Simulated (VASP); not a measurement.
# HfN (P6_3/mmc) in VASP: a series of runs

The runs below take HfN through single point, with PBE.

Everything below comes from runs of VASP 6.6.1. Logs are shortened: lines on timing, memory, paths and dates and some standing lists are left out, and cuts for length are marked.

## Step 1: The cell of the first run

Symmetry: P6_3/mmc, No. 194, hexagonal system. Conventional cell: a = 2.970 Å, b = 2.970 Å, c = 5.640 Å, α = 90.00°, β = 90.00°, γ = 120.00°. Within 3.0 Å of Hf (site symmetry -6m2) lie 6 N at 2.22 Å and 6 Hf at 2.97 Å. N (site symmetry -3m) has 6 Hf at 2.22 Å and 8 N at 2.82 to 2.97 Å within 3.0 Å.

## Step 2: Single point, PBE (biaxial strain in the a-b plane: -6.0 %, then relaxed in part)

Input file INCAR:

```
PREC = Accurate ; ENCUT = 520
EDIFF = 1E-6 ; ISMEAR = 0
SIGMA = 0.1 ; LREAL = False
LASPH = True ; NELM = 60
ALGO = Normal ; ISIF = 2
LWAVE = False ; LCHARG = False
GGA = PE ; NBANDS = 23
```

Input file KPOINTS:

```
regular mesh
0
Gamma
  18 18 10
```

Input file POSCAR:

```
HfN
1.0
    2.9696851692      0.0000000000      0.0000000000
   -1.4848425846      2.5718227977      0.0000000000
    0.0000000000      0.0000000000      5.6399319673
Hf N
2 2
Direct
    0.6666666667      0.3333333333      0.7500000000
    0.3333333333      0.6666666667      0.2500000000
    0.0000000000      0.0000000000      0.0000000000
    0.0000000000      0.0000000000      0.5000000000
```

Potentials or basis: VASP PAW PBE potentials, release 64 (Hf_pv, N).

Run with:

```
$ cat potpaw_PBE.64/Hf_pv/POTCAR potpaw_PBE.64/N/POTCAR > POTCAR
$ mpirun -np 1 vasp_std > vasp.out
```

OUTCAR:

```text
PREC = Accurate
   ENCUT = 520
   EDIFF = 1E-6
   ISMEAR = 0
   LREAL = False
   LASPH = True
   NELM = 60
   ISIF = 2
   GGA = PE

 ion  position               nearest neighbor table
   1  0.667  0.333  0.750-   3 2.22   4 2.22   3 2.22   4 2.22   3 2.22   4 2.22   2 3.30   2 3.30
                             2 3.30   2 3.30   2 3.30   2 3.30
   2  0.333  0.667  0.250-   3 2.22   4 2.22   3 2.22   4 2.22   3 2.22   4 2.22   1 3.30   1 3.30
                             1 3.30   1 3.30   1 3.30   1 3.30
   3  0.000  0.000  0.000-   1 2.22   2 2.22   2 2.22   1 2.22   1 2.22   2 2.22
   4  0.000  0.000  0.500-   1 2.22   2 2.22   2 2.22   1 2.22   1 2.22   2 2.22

  LATTYP: Found a hexagonal cell.
 ALAT       =     2.9696851692
 C/A-ratio  =     1.8991683111

  Lattice vectors:

 A1 = (   2.9696851692,   0.0000000000,   0.0000000000)
 A2 = (  -1.4848425846,   2.5718227977,   0.0000000000)
 A3 = (   0.0000000000,   0.0000000000,   5.6399319673)

Analysis of symmetry for initial positions (statically):
=====================================================================
 Subroutine PRICEL returns:
 Original cell was already a primitive cell.

 Routine SETGRP: Setting up the symmetry group for a
 hexagonal supercell.

 Subroutine GETGRP returns: Found 24 space group operations
 (whereof 12 operations were pure point group operations)
 out of a pool of 24 trial point group operations.

The static configuration has the point symmetry D_3d.
 The point group associated with its full space group is D_6h.

Analysis of symmetry for dynamics (positions and initial velocities):
=====================================================================
 Subroutine PRICEL returns:
 Original cell was already a primitive cell.

 Routine SETGRP: Setting up the symmetry group for a
 hexagonal supercell.

 Subroutine GETGRP returns: Found 24 space group operations
 (whereof 12 operations were pure point group operations)
 out of a pool of 24 trial point group operations.

The dynamic configuration has the point symmetry D_3d.
 The point group associated with its full space group is D_6h.

 Subroutine INISYM returns: Found 24 space group operations
 (whereof 12 operations are pure point group operations),
 and found     1 'primitive' translations

----------------------------------------------------------------------------------------

                                     Primitive cell

  volume of cell :      43.0750

  direct lattice vectors                    reciprocal lattice vectors
     2.969685169  0.000000000  0.000000000     0.336736032  0.194414639  0.000000000
    -1.484842585  2.571822798  0.000000000     0.000000000  0.388829277  0.000000000
     0.000000000  0.000000000  5.639931967     0.000000000  0.000000000  0.177307103

  length of vectors
     2.969685169  2.969685169  5.639931967     0.388829277  0.388829277  0.177307103

  position of ions in fractional coordinates (direct lattice)
     0.666666667  0.333333333  0.750000000
     0.333333333  0.666666667  0.250000000
     0.000000000  0.000000000  0.000000000
     0.000000000  0.000000000  0.500000000

  ion indices of the primitive-cell ions
   primitive index   ion index
                 1           1
                 2           2
                 3           3
                 4           4

----------------------------------------------------------------------------------------

 KPOINTS: regular mesh

Automatic generation of k-mesh.
 Grid dimensions read from file:
 generate k-points for:   18   18   10

 Generating k-lattice:

  Cartesian coordinates                     Fractional coordinates (reciprocal lattice)
     0.018707557  0.010800813  0.000000000     0.055555556 -0.000000000  0.000000000
     0.000000000  0.021601627  0.000000000     0.000000000  0.055555556  0.000000000
     0.000000000  0.000000000  0.017730710     0.000000000  0.000000000  0.100000000

  Length of vectors
     0.021601627  0.021601627  0.017730710

  Shift w.r.t. Gamma in fractional coordinates (k-lattice)
     0.000000000  0.000000000  0.000000000

 Subroutine IBZKPT returns following result:
 ===========================================

 Found    222 irreducible k-points:

 Following reciprocal coordinates:
            Coordinates               Weight
  0.000000  0.000000  0.000000      1.000000
  0.055556  0.000000  0.000000      6.000000
  0.111111  0.000000  0.000000      6.000000
  0.166667  0.000000  0.000000      6.000000
  0.222222  0.000000  0.000000      6.000000
  0.277778  0.000000  0.000000      6.000000
[... 16 lines left out ...]
  0.333333  0.111111  0.000000     12.000000
  0.388889  0.111111  0.000000     12.000000
 [... further k-points ...]
   k-points           NKPTS =    222   k-points in BZ     NKDIM =    222   number of bands    NBANDS=     23
   number of dos      NEDOS =    301   number of ions     NIONS =      4
   total plane-waves  NPLWV =  24192
   dimension x,y,z NGX =    24 NGY =   24 NGZ =   42
   dimension x,y,z NGXF=    48 NGYF=   48 NGZF=   84
   ions per type =               2   2
   NGX,Y,Z   is equivalent  to a cutoff of  13.44, 13.44, 12.38 a.u.
   NGXF,Y,Z  is equivalent  to a cutoff of  26.87, 26.87, 24.76 a.u.
 SYSTEM =  unknown system
   PREC   = accura    normal or accurate (medium, high low for compatibility)
   ISTART =      0    job   : 0-new  1-cont  2-samecut
   ICHARG =      2    charge: 1-file 2-atom 10-const
   ISPIN  =      1    spin polarized calculation?
   LNONCOLLINEAR =      F non collinear calculations
   LSORBIT =      F    spin-orbit coupling
   LASPH  =      T    aspherical Exc in radial PAW
   ENCUT  =  520.0 eV  38.22 Ry    6.18 a.u.   5.52  5.52 10.49*2*pi/ulx,y,z
   NELM   =     60;   NELMIN=  2; NELMDL= -5     # of ELM steps
   EDIFF  = 0.1E-05   stopping-criterion for ELM
   LREAL  =      F    real-space projection
   EDIFFG = 0.1E-04   stopping-criterion for IOM
   NSW    =      0    number of steps for IOM
   IBRION =     -1    ionic relax: 0-MD 1-quasi-New 2-CG
   NFREE  =      0    steps in history (QN), initial steepest desc. (CG)
   ISIF   =      2    stress and relaxation
   ISYM   =      2    0-nonsym 1-usesym 2-fastsym
   POTIM  = 0.5000    time-step for ionic-motion
   TEBEG  =    0.0;   TEEND  =   0.0 temperature during run
   PSTRESS=    0.0 pullay stress
   NELECT =      30.0000    total number of electrons
   NUPDOWN=      -1.0000    fix difference up-down
   EMIN   =  10.00;   EMAX   =-10.00  energy-range for DOS
   EFERMI =   0.00;   METHOD = LEGACY
   ISMEAR =     0;   SIGMA  =   0.10  broadening in eV -4-tet -1-fermi 0-gaus
   EFERMI_NEDOS =   21; number of points for ismear=-14 and -15
   IALGO  =     38    algorithm
   IMIX   =      4    mixing-type and parameters
     AMIX     =   0.40;   BMIX     =  1.00
     AMIX_MAG =   1.60;   BMIX_MAG =  1.00
  volume/ion in A,a.u.               =      10.77        72.67
  Fermi-wavevector in a.u.,A,eV,Ry     =   1.451132  2.742241 28.650917  2.105783
  Thomas-Fermi vector in A             =   2.568664
   LORBIT       =      0    0 simple, 1 ext, 2 COOP (PROOUT), +10 PAW based schemes
   GGA     = PE    functional components
   LHFCALC =     F    Hartree Fock is set to
   AEXX    =    0.0000 exact exchange contribution
   IVDW    =     0    specifies the selected vdW correction
   LEPSILON=     F    determine dielectric tensor
   LRPA    =     F    only Hartree local field effects (RPA)
 non-spin polarized calculation
 Gauss-broadening in eV      SIGMA  =   0.10
  energy-cutoff  :      520.00
  volume of cell :       43.08
 maximum number of plane-waves:      1191
 NGX is ok and might be reduce to    24
   NGX = 11   NGY = 11   NGZ = 21

 number of electron      30.0000000 magnetization

 Free energy of the ion-electron system (eV)
  ---------------------------------------------------
  ext. energy  EPLUGINS =         0.00000000
  ---------------------------------------------------
  free energy    TOTEN  =       -42.76934758 eV

  energy without entropy =      -42.76346801  energy(sigma->0) =      -42.76640779

 E-fermi :   8.3203     XC(G=0): -13.1019

 val. band max:        8.3194178962   @ k =   0.1111   0.0000   0.2000
 cond. band min:       8.3231343400   @ k =   0.3333   0.2778   0.1000
 fundamental gap:      0.0037164438
 Fermi energy:         8.3202774461

 k-point     1 :       0.0000    0.0000    0.0000
  band No.  band energies     occupation
      1     -23.0821      2.00000
      2     -22.1721      2.00000
      3     -21.8614      2.00000
      4     -21.8614      2.00000
      5     -21.8234      2.00000
      6     -21.8234      2.00000
[... 15 lines left out ...]
     22      13.8209      0.00000
     23      13.8209      0.00000

 k-point     2 :       0.0556    0.0000    0.0000
  band No.  band energies     occupation
      1     -23.0670      2.00000
      2     -22.1698      2.00000
      3     -21.9058      2.00000
      4     -21.8738      2.00000
      5     -21.8669      2.00000
      6     -21.8288      2.00000
[... 15 lines left out ...]
     22      13.6865      0.00000
     23      13.8303      0.00000

 k-point     3 :       0.1111    0.0000    0.0000
  band No.  band energies     occupation
      1     -23.0230      2.00000
      2     -22.1638      2.00000
      3     -22.0348      2.00000
      4     -21.9867      2.00000
      5     -21.9071      2.00000
      6     -21.8464      2.00000
[... 15 lines left out ...]
     22      13.3629      0.00000
     23      13.8685      0.00000
[... 495 lines left out ...]
 k-point    23 :       0.3333    0.1111    0.0000
  band No.  band energies     occupation
      1     -23.0609      2.00000
      2     -22.8945      2.00000
      3     -22.5342      2.00000
      4     -22.2485      2.00000
      5     -22.1736      2.00000
      6     -22.1244      2.00000
[... 15 lines left out ...]
     22      15.8588      0.00000
     23      16.1733      0.00000

 k-point    24 :       0.3889    0.1111    0.0000
  band No.  band energies     occupation
      1     -23.1573      2.00000
      2     -22.9753      2.00000
      3     -22.4602      2.00000
      4     -22.2861      2.00000
      5     -22.1969      2.00000
      6     -22.1515      2.00000
[... 15 lines left out ...]
     22      15.9903      0.00000
     23      16.6828      0.00000

 [... further k-points ...]

------------------------ aborting loop because EDIFF is reached ----------------------------------------

  FORCE on cell =-STRESS in cart. coord.  units (eV):
  Direction    XX          YY          ZZ          XY          YZ          ZX
  --------------------------------------------------------------------------------------
  -------------------------------------------------------------------------------------
  Total       10.6368438     10.6368438     -0.7125305     -0.0000000     -0.0000000      0.0000000
  in kB      395.6380460    395.6380460    -26.5026144     -0.0000000     -0.0000000      0.0000000
  external PRESSURE =     254.9244925 kB  Pullay stress =       0.0000000 kB

 VOLUME and BASIS-vectors are now :
 -----------------------------------------------------------------------------
  energy-cutoff  :      520.00
  volume of cell :       43.08
      direct lattice vectors                 reciprocal lattice vectors
     2.969685169  0.000000000  0.000000000     0.336736032  0.194414639  0.000000000
    -1.484842585  2.571822798  0.000000000     0.000000000  0.388829277  0.000000000
     0.000000000  0.000000000  5.639931967     0.000000000  0.000000000  0.177307103

 POSITION                                       TOTAL-FORCE (eV/Angst)
 -----------------------------------------------------------------------------------
      1.48484      0.85727      4.22995        -0.000000      0.000000      0.000000
     -0.00000      1.71455      1.40998         0.000000     -0.000000      0.000000
      0.00000      0.00000      0.00000         0.000000     -0.000000      0.000000
      0.00000      0.00000      2.81997         0.000000     -0.000000      0.000000
 -----------------------------------------------------------------------------------
    total drift:                               -0.000000      0.000000     -0.000000

  FREE ENERGIE OF THE ION-ELECTRON SYSTEM (eV)
  ---------------------------------------------------
  free  energy   TOTEN  =       -42.7693475798 eV

  energy  without entropy=      -42.7634680091  energy(sigma->0) =      -42.76640779
```

Run time: 2.3 min. Hardware: 1 thread of Intel Xeon Platinum 8488C (Sapphire Rapids), shared host; peak memory 0.31 GiB.

Results:

- Free energy: -42.7693 eV
- Pressure: 25.5 GPa
- Band gap on the k mesh: zero (bands 15 and 16 overlap by 2.20 eV)

Stress tensor (GPa, compression positive):
```
39.56  0.00  0.00
 0.00 39.56  0.00
 0.00  0.00 -2.65
```

Levels at points of the mesh, in eV from the Fermi level:
| k point | band 11 | band 12 | band 13 | band 14 | band 15 | band 16 | band 17 | band 18 | band 19 | band 20 |
| --- | --- | --- | --- | --- | --- | --- | --- | --- | --- | --- |
| (0.00, 0.00, 0.00) | -4.14 | -3.09 | -3.09 | -2.22 | -1.61 | 0.96 | 0.96 | 2.24 | 2.52 | 2.99 |
| (0.50, 0.00, 0.00) | -5.61 | -5.14 | -2.98 | -2.82 | -2.72 | 2.06 | 3.17 | 4.85 | 5.68 | 6.17 |
| (0.00, 0.00, 0.50) | -3.80 | -3.80 | -3.80 | -3.80 | 1.49 | 1.49 | 2.96 | 2.96 | 2.96 | 2.96 |
| (0.50, 0.00, 0.50) | -5.88 | -5.88 | -4.09 | -4.09 | -0.16 | -0.16 | 5.77 | 5.77 | 6.06 | 6.06 |

Caveat: the cell differs from its parent crystal (biaxial strain in the a-b plane: -6.0 %, then relaxed in part); the cell stands under pressure; spin-orbit coupling is left out, which moves the levels of the heavy elements.

(Part 1 of 2 ends here.)
